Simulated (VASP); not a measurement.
# Hf (P6_3/mmc) in VASP: notebook

Hf is run at these levels: r2SCAN; tasks: single point.

Everything below comes from runs of VASP 6.6.1. Logs are shortened: lines on timing, memory, paths and dates and some standing lists are left out, and cuts for length are marked.

## 1. The cell of the first run

Symmetry: P6_3/mmc, No. 194, hexagonal system. The conventional cell has a = 3.200 Å, b = 3.200 Å, c = 5.049 Å, α = 90.00°, β = 90.00°, γ = 120.00°. Within 4.1 Å of Hf (site symmetry -6m2) lie 12 Hf at 3.13 to 3.20 Å.

## 2. Single point, r2SCAN

POSCAR reads:

```
Hf
1.0
    3.2003135624      0.0000000000      0.0000000000
   -1.6001567812      2.7715528451      0.0000000000
    0.0000000000      0.0000000000      5.0493120879
Hf
2
Direct
    0.3333333333      0.6666666667      0.7500000000
    0.6666666667      0.3333333333      0.2500000000
```

INCAR.step1 reads:

```
SYSTEM = Hf
PREC = Accurate
ENCUT = 520
ISMEAR = 0
SIGMA = 0.05
LREAL = .False.
LASPH = .True.
NELM = 80
NBANDS = 17
GGA = PE
ALGO = Normal
EDIFF = 1E-4
LWAVE = .True.
LCHARG = .False.
```

INCAR.step2 reads:

```
SYSTEM = Hf
PREC = Accurate
ENCUT = 520
EDIFF = 1E-6
ISMEAR = 0
SIGMA = 0.05
LREAL = .False.
LASPH = .True.
NELM = 80
ALGO = Normal
ISIF = 2
LWAVE = .False.
LCHARG = .False.
METAGGA = R2SCAN
LMIXTAU = .True.
NBANDS = 17
ISTART = 1
```

KPOINTS reads:

```
Automatic mesh
0
Gamma
  16 16 8
  0 0 0
```

Potentials or basis: VASP PAW PBE potentials, release 64 (Hf_pv).

Run with:

```
> cat potpaw_PBE.64/Hf_pv/POTCAR > POTCAR
> cp INCAR.step1 INCAR
> mpirun -np 1 vasp_std > vasp.out
> cp INCAR.step2 INCAR
> mpirun -np 1 vasp_std > vasp.out
```

OUTCAR:

```text
SYSTEM = Hf
   PREC = Accurate
   ENCUT = 520
   EDIFF = 1E-6
   ISMEAR = 0
   LREAL = .False.
   LASPH = .True.
   NELM = 80
   ISIF = 2
   METAGGA = R2SCAN
   ISTART = 1

 ion  position               nearest neighbor table
   1  0.333  0.667  0.750-   2 3.13   2 3.13   2 3.13   2 3.13   2 3.13   2 3.13
   2  0.667  0.333  0.250-   1 3.13   1 3.13   1 3.13   1 3.13   1 3.13   1 3.13

  LATTYP: Found a hexagonal cell.
 ALAT       =     3.2003135624
 C/A-ratio  =     1.5777554260

  Lattice vectors:

 A1 = (   3.2003135624,   0.0000000000,   0.0000000000)
 A2 = (  -1.6001567812,   2.7715528451,   0.0000000000)
 A3 = (   0.0000000000,   0.0000000000,   5.0493120879)

Analysis of symmetry for initial positions (statically):
=====================================================================
 Subroutine PRICEL returns:
 Original cell was already a primitive cell.

 Routine SETGRP: Setting up the symmetry group for a
 hexagonal supercell.

 Subroutine GETGRP returns: Found 24 space group operations
 (whereof 12 operations were pure point group operations)
 out of a pool of 24 trial point group operations.

The static configuration has the point symmetry D_3d.
 The point group associated with its full space group is D_6h.

Analysis of symmetry for dynamics (positions and initial velocities):
=====================================================================
 Subroutine PRICEL returns:
 Original cell was already a primitive cell.

 Routine SETGRP: Setting up the symmetry group for a
 hexagonal supercell.

 Subroutine GETGRP returns: Found 24 space group operations
 (whereof 12 operations were pure point group operations)
 out of a pool of 24 trial point group operations.

The dynamic configuration has the point symmetry D_3d.
 The point group associated with its full space group is D_6h.

 Subroutine INISYM returns: Found 24 space group operations
 (whereof 12 operations are pure point group operations),
 and found     1 'primitive' translations

----------------------------------------------------------------------------------------

                                     Primitive cell

  volume of cell :      44.7866

  direct lattice vectors                    reciprocal lattice vectors
     3.200313562  0.000000000  0.000000000     0.312469382  0.180404282  0.000000000
    -1.600156781  2.771552845  0.000000000     0.000000000  0.360808563  0.000000000
     0.000000000  0.000000000  5.049312088     0.000000000  0.000000000  0.198046780

  length of vectors
     3.200313562  3.200313562  5.049312088     0.360808563  0.360808563  0.198046780

  position of ions in fractional coordinates (direct lattice)
     0.333333333  0.666666667  0.750000000
     0.666666667  0.333333333  0.250000000

  ion indices of the primitive-cell ions
   primitive index   ion index
                 1           1
                 2           2

----------------------------------------------------------------------------------------

 KPOINTS: Automatic mesh

Automatic generation of k-mesh.
 Grid dimensions read from file:
 generate k-points for:   16   16    8

 Generating k-lattice:

  Cartesian coordinates                     Fractional coordinates (reciprocal lattice)
     0.019529336  0.011275268  0.000000000     0.062500000  0.000000000  0.000000000
     0.000000000  0.022550535  0.000000000     0.000000000  0.062500000  0.000000000
     0.000000000  0.000000000  0.024755847     0.000000000  0.000000000  0.125000000

  Length of vectors
     0.022550535  0.022550535  0.024755847

  Shift w.r.t. Gamma in fractional coordinates (k-lattice)
     0.000000000  0.000000000  0.000000000

 Subroutine IBZKPT returns following result:
 ===========================================

 Found    150 irreducible k-points:

 Following reciprocal coordinates:
            Coordinates               Weight
  0.000000  0.000000  0.000000      1.000000
  0.062500 -0.000000  0.000000      6.000000
  0.125000 -0.000000  0.000000      6.000000
  0.187500 -0.000000  0.000000      6.000000
  0.250000 -0.000000  0.000000      6.000000
  0.312500 -0.000000  0.000000      6.000000
[... 16 lines left out ...]
  0.187500  0.187500  0.000000      6.000000
  0.250000  0.187500  0.000000     12.000000
 [... further k-points ...]
   k-points           NKPTS =    150   k-points in BZ     NKDIM =    150   number of bands    NBANDS=     17
   number of dos      NEDOS =    301   number of ions     NIONS =      2
   total plane-waves  NPLWV =  23040
   dimension x,y,z NGX =    24 NGY =   24 NGZ =   40
   dimension x,y,z NGXF=    48 NGYF=   48 NGZF=   80
   ions per type =               2
   NGX,Y,Z   is equivalent  to a cutoff of  12.47, 12.47, 13.17 a.u.
   NGXF,Y,Z  is equivalent  to a cutoff of  24.93, 24.93, 26.34 a.u.
 SYSTEM =  Hf
   PREC   = accura    normal or accurate (medium, high low for compatibility)
   ISTART =      1    job   : 0-new  1-cont  2-samecut
   ICHARG =      0    charge: 1-file 2-atom 10-const
   ISPIN  =      1    spin polarized calculation?
   LNONCOLLINEAR =      F non collinear calculations
   LSORBIT =      F    spin-orbit coupling
   LASPH  =      T    aspherical Exc in radial PAW
   ENCUT  =  520.0 eV  38.22 Ry    6.18 a.u.   5.95  5.95  9.39*2*pi/ulx,y,z
   NELM   =     80;   NELMIN=  2; NELMDL=  0     # of ELM steps
   EDIFF  = 0.1E-05   stopping-criterion for ELM
   LREAL  =      F    real-space projection
   EDIFFG = 0.1E-04   stopping-criterion for IOM
   NSW    =      0    number of steps for IOM
   IBRION =     -1    ionic relax: 0-MD 1-quasi-New 2-CG
   NFREE  =      0    steps in history (QN), initial steepest desc. (CG)
   ISIF   =      2    stress and relaxation
   ISYM   =      2    0-nonsym 1-usesym 2-fastsym
   POTIM  = 0.5000    time-step for ionic-motion
   TEBEG  =    0.0;   TEEND  =   0.0 temperature during run
   PSTRESS=    0.0 pullay stress
   NELECT =      20.0000    total number of electrons
   NUPDOWN=      -1.0000    fix difference up-down
   EMIN   =  10.00;   EMAX   =-10.00  energy-range for DOS
   EFERMI =   0.00;   METHOD = LEGACY
   ISMEAR =     0;   SIGMA  =   0.05  broadening in eV -4-tet -1-fermi 0-gaus
   EFERMI_NEDOS =   21; number of points for ismear=-14 and -15
   IALGO  =     38    algorithm
   IMIX   =      4    mixing-type and parameters
     AMIX     =   0.40;   BMIX     =  1.00
     AMIX_MAG =   1.60;   BMIX_MAG =  1.00
  volume/ion in A,a.u.               =      22.39       151.12
  Fermi-wavevector in a.u.,A,eV,Ry     =   1.251321  2.364655 21.304073  1.565805
  Thomas-Fermi vector in A             =   2.385274
   LORBIT       =      0    0 simple, 1 ext, 2 COOP (PROOUT), +10 PAW based schemes
   METAGGA = R2SCAN    functional components
   LHFCALC =     F    Hartree Fock is set to
   AEXX    =    0.0000 exact exchange contribution
   IVDW    =     0    specifies the selected vdW correction
   LEPSILON=     F    determine dielectric tensor
   LRPA    =     F    only Hartree local field effects (RPA)
 non-spin polarized calculation
 Gauss-broadening in eV      SIGMA  =   0.05
  energy-cutoff  :      520.00
  volume of cell :       44.79
 maximum number of plane-waves:      1226
 NGX is ok and might be reduce to    24
   NGX = 11   NGY = 11   NGZ = 19

 number of electron      20.0000004 magnetization

 Free energy of the ion-electron system (eV)
  ---------------------------------------------------
  ext. energy  EPLUGINS =         0.00000000
  ---------------------------------------------------
  free energy    TOTEN  =       -90.30436287 eV

  energy without entropy =      -90.30289492  energy(sigma->0) =      -90.30362889

 E-fermi :   4.8420     XC(G=0): -12.1488

 val. band max:        4.8407500204   @ k =   0.0625   0.0625   0.0000
 cond. band min:       4.8493281086   @ k =   0.1875  -0.0000   0.2500
 fundamental gap:      0.0085780882
 Fermi energy:         4.8419825868

 k-point     1 :       0.0000    0.0000    0.0000
  band No.  band energies     occupation
      1     -27.4279      2.00000
      2     -26.6633      2.00000
      3     -26.6633      2.00000
      4     -26.5330      2.00000
      5     -26.5330      2.00000
      6     -26.5322      2.00000
[... 9 lines left out ...]
     16       7.7286      0.00000
     17      10.4740      0.00000

 k-point     2 :       0.0625   -0.0000    0.0000
  band No.  band energies     occupation
      1     -27.4174      2.00000
      2     -26.6855      2.00000
      3     -26.6708      2.00000
      4     -26.5565      2.00000
      5     -26.5369      2.00000
      6     -26.5359      2.00000
[... 9 lines left out ...]
     16       7.6061      0.00000
     17      10.5731      0.00000

 k-point     3 :       0.1250   -0.0000    0.0000
  band No.  band energies     occupation
      1     -27.3866      2.00000
      2     -26.7487      2.00000
      3     -26.6917      2.00000
      4     -26.6223      2.00000
      5     -26.5513      2.00000
      6     -26.5444      2.00000
[... 9 lines left out ...]
     16       7.4582      0.00000
     17      10.8077      0.00000

 k-point     4 :       0.1875   -0.0000    0.0000
  band No.  band energies     occupation
      1     -27.3379      2.00000
      2     -26.8435      2.00000
      3     -26.7220      2.00000
      4     -26.7179      2.00000
      5     -26.5754      2.00000
      6     -26.5579      2.00000
[... 9 lines left out ...]
     16       7.9757      0.00000
     17      11.0723      0.00000
[... 343 lines left out ...]
      1     -27.2218      2.00000
      2     -27.0706      2.00000
      3     -27.0239      2.00000
      4     -26.8884      2.00000
      5     -26.7782      2.00000
      6     -26.6789      2.00000
[... 9 lines left out ...]
     16      11.3650      0.00000
     17      12.1372      0.00000

 k-point    23 :       0.1875    0.1875    0.0000
  band No.  band energies     occupation
      1     -27.1867      2.00000
      2     -27.0070      2.00000
      3     -27.0010      2.00000
      4     -26.7826      2.00000
      5     -26.6615      2.00000
      6     -26.6564      2.00000
[... 9 lines left out ...]
     16      10.1158      0.00000
     17      11.1631      0.00000

 k-point    24 :       0.2500    0.1875    0.0000
  band No.  band energies     occupation
      1     -27.1180      2.00000
      2     -27.0919      2.00000
      3     -27.0334      2.00000
      4     -26.8360      2.00000
      5     -26.7071      2.00000
      6     -26.6952      2.00000
[... 9 lines left out ...]
     16      11.0130      0.00000
     17      11.1649      0.00000

 [... further k-points ...]

------------------------ aborting loop because EDIFF is reached ----------------------------------------

  FORCE on cell =-STRESS in cart. coord.  units (eV):
  Direction    XX          YY          ZZ          XY          YZ          ZX
  --------------------------------------------------------------------------------------
  -------------------------------------------------------------------------------------
  Total       -0.2029112     -0.2029112     -0.2407350      0.0000000      0.0000000      0.0000000
  in kB       -7.2588655     -7.2588655     -8.6119598      0.0000000      0.0000000      0.0000000
  external PRESSURE =      -7.7098969 kB  Pullay stress =       0.0000000 kB

 VOLUME and BASIS-vectors are now :
 -----------------------------------------------------------------------------
  energy-cutoff  :      520.00
  volume of cell :       44.79
      direct lattice vectors                 reciprocal lattice vectors
     3.200313562  0.000000000  0.000000000     0.312469382  0.180404282  0.000000000
    -1.600156781  2.771552845  0.000000000     0.000000000  0.360808563  0.000000000
     0.000000000  0.000000000  5.049312088     0.000000000  0.000000000  0.198046780

 POSITION                                       TOTAL-FORCE (eV/Angst)
 -----------------------------------------------------------------------------------
     -0.00000      1.84770      3.78698         0.000000      0.000000      0.000000
      1.60016      0.92385      1.26233        -0.000000     -0.000000      0.000000
 -----------------------------------------------------------------------------------
    total drift:                               -0.000000      0.000000     -0.000000

  FREE ENERGIE OF THE ION-ELECTRON SYSTEM (eV)
  ---------------------------------------------------
  free  energy   TOTEN  =       -90.3043628738 eV

  energy  without entropy=      -90.3028949160  energy(sigma->0) =      -90.30362889
```

Wall time 2.5 min (1 thread of Intel Xeon Platinum 8559C (Emerald Rapids), shared host); peak memory 0.23 GiB.

What came out:

| Property | Result |
| --- | --- |
| Free energy | -90.3044 eV |
| Pressure | -0.8 GPa |
| Band gap on the k mesh | zero (band 10 reaches 6.15 eV, above the bottom of band 11 at 4.41 eV) |

Caveat: the PAW data sets were made with another functional, which shifts forces and pressure a little; spin-orbit coupling is left out, which moves the levels of the heavy elements.

## 3. Single point, r2SCAN

POSCAR reads:

```
Hf
1.0
    3.1985124810      0.0000000000      0.0000000000
   -1.5992562405      2.7699930628      0.0000000000
    0.0000000000      0.0000000000      5.0464704219
Hf
2
Direct
    0.3333333333      0.6666666667      0.7500000000
    0.6666666667      0.3333333333      0.2500000000
```

INCAR.step1 reads:

```
  ALGO = Normal
  EDIFF = 1E-4
  ENCUT = 520
  GGA = PE
  ISMEAR = 0
  LASPH = True
  LCHARG = False
  LREAL = False
  LWAVE = True
  NBANDS = 17
  NELM = 60
  PREC = Accurate
  SIGMA = 0.05
```

INCAR.step2 reads:

```
  ALGO = Normal
  EDIFF = 1E-6
  ENCUT = 520
  ISIF = 2
  ISMEAR = 0
  ISTART = 1
  LASPH = True
  LCHARG = False
  LMIXTAU = True
  LREAL = False
  LWAVE = False
  METAGGA = R2SCAN
  NBANDS = 17
  NELM = 60
  PREC = Accurate
  SIGMA = 0.05
```

KPOINTS reads:

```
k-points
0
Gamma
  16 16 8
```

Potentials or basis: VASP PAW PBE potentials, release 64 (Hf_pv).

Run with:

```
> cat potpaw_PBE.64/Hf_pv/POTCAR > POTCAR
> cp INCAR.step1 INCAR
> mpirun -np 1 vasp_std > vasp.out
> cp INCAR.step2 INCAR
> mpirun -np 1 vasp_std > vasp.out
```

Run time: 2.4 min. Hardware: 1 thread of Intel Xeon Platinum 8559C (Emerald Rapids), shared host; peak memory 0.24 GiB.

It converged, with:

| Property | Result |
| --- | --- |
| Free energy | -90.3047 eV |
| Pressure | -0.6 GPa |
| Band gap on the k mesh | zero (band 10 reaches 6.16 eV, above the bottom of band 11 at 4.42 eV) |

Stress tensor (GPa, compression positive):
```
-0.54  0.00  0.00
 0.00 -0.54  0.00
 0.00  0.00 -0.68
```

Levels at points of the mesh, in eV from the Fermi level:
| k point | band 6 | band 7 | band 8 | band 9 | band 10 | band 11 | band 12 | band 13 | band 14 | band 15 |
| --- | --- | --- | --- | --- | --- | --- | --- | --- | --- | --- |
| (0.00, 0.00, 0.00) | -31.37 | -7.77 | -3.86 | 0.41 | 1.31 | 1.31 | 1.64 | 2.19 | 2.19 | 2.89 |
| (0.50, 0.00, 0.00) | -31.46 | -3.52 | -2.87 | -2.34 | -1.04 | 0.92 | 0.94 | 1.82 | 6.18 | 6.69 |
| (0.00, 0.00, 0.50) | -31.43 | -5.70 | -5.70 | 0.15 | 0.15 | 1.21 | 1.21 | 1.21 | 1.21 | 5.12 |
| (0.50, 0.00, 0.50) | -31.57 | -3.54 | -3.54 | -1.03 | -1.03 | 1.06 | 1.06 | 2.86 | 2.86 | 6.38 |

Caveat: the PAW data sets were made with another functional, which shifts forces and pressure a little; spin-orbit coupling is left out, which moves the levels of the heavy elements.

## 4. Single point, r2SCAN

This run uses another cell than the first one, of 22.50 Å³/atom, 1.005 times its volume.

POSCAR reads:

```
Hf
1.0
    3.2052986767      0.0000000000      0.0000000000
   -1.6026493384      2.7758700807      0.0000000000
    0.0000000000      0.0000000000      5.0571773791
Hf
2
Direct
    0.3333333333      0.6666666667      0.7500000000
    0.6666666667      0.3333333333      0.2500000000
```

INCAR.step1 reads:

```
PREC = Accurate
ENCUT = 520
ISMEAR = 0
SIGMA = 0.05
LREAL = F
LASPH = T
NELM = 80
NBANDS = 17
GGA = PE
ALGO = Normal
EDIFF = 1E-4
LWAVE = T
LCHARG = F
```

INCAR.step2 reads:

```
PREC = Accurate
ENCUT = 520
EDIFF = 1E-7
ISMEAR = 0
SIGMA = 0.05
LREAL = F
LASPH = T
NELM = 80
ALGO = Normal
ISIF = 2
LWAVE = F
LCHARG = F
METAGGA = R2SCAN
LMIXTAU = T
NBANDS = 17
ISTART = 1
```

KPOINTS reads:

```
regular mesh
0
Gamma
  16 16 8
```

Run with:

```
> cat potpaw_PBE.64/Hf_pv/POTCAR > POTCAR
> cp INCAR.step1 INCAR
> mpirun -np 1 vasp_std > vasp.out
> cp INCAR.step2 INCAR
> mpirun -np 1 vasp_std > vasp.out
```

Wall time 2.6 min (1 thread of Intel Xeon Platinum 8559C (Emerald Rapids), shared host); peak memory 0.23 GiB.

It converged, with:

| Item | Value |
| --- | --- |
| Free energy | -90.3030 eV |
| Pressure | -1.3 GPa |
| Band gap on the k mesh | zero (band 10 reaches 6.12 eV, above the bottom of band 11 at 4.38 eV) |

Stress tensor (GPa, compression positive):
```
-1.24  0.00  0.00
 0.00 -1.24  0.00
 0.00  0.00 -1.36
```

Levels at points of the mesh, in eV from the Fermi level:
```csv
k point,band 6,band 7,band 8,band 9,band 10,band 11,band 12,band 13,band 14,band 15
"(0.00, 0.00, 0.00)",-31.39,-7.75,-3.84,0.39,1.31,1.31,1.64,2.18,2.18,2.88
"(0.50, 0.00, 0.00)",-31.48,-3.51,-2.85,-2.32,-1.05,0.91,0.94,1.80,6.13,6.64
"(0.00, 0.00, 0.50)",-31.46,-5.69,-5.69,0.15,0.15,1.20,1.20,1.20,1.20,5.09
"(0.50, 0.00, 0.50)",-31.59,-3.52,-3.52,-1.02,-1.02,1.04,1.04,2.84,2.84,6.34
```

Caveat: the PAW data sets were made with another functional, which shifts forces and pressure a little; spin-orbit coupling is left out, which moves the levels of the heavy elements.

## 5. Overview

| cell | gap on the mesh (eV) | pressure (GPa) |
| --- | --- | --- |
| a = 3.200, b = 3.200, c = 5.049 Å, angles 90.0, 90.0, 120.0°, 2 atoms | none | -0.8 |
| a = 3.199, b = 3.199, c = 5.046 Å, angles 90.0, 90.0, 120.0°, 2 atoms | none | -0.6 |
| a = 3.205, b = 3.205, c = 5.057 Å, angles 90.0, 90.0, 120.0°, 2 atoms | none | -1.3 |

Alike in all rows: task single point; level r2SCAN; potentials or basis VASP PAW PBE potentials, release 64 (Hf_pv); no spin polarisation; k mesh 16 × 16 × 8; cutoff (eV) 520; smearing gaussian 0.05 eV.

Caveats: the PAW data sets were made with another functional, which shifts forces and pressure a little; spin-orbit coupling is left out, which moves the levels of the heavy elements.

Total energies depend on the potentials used, so only differences within one code and one set of settings carry meaning.
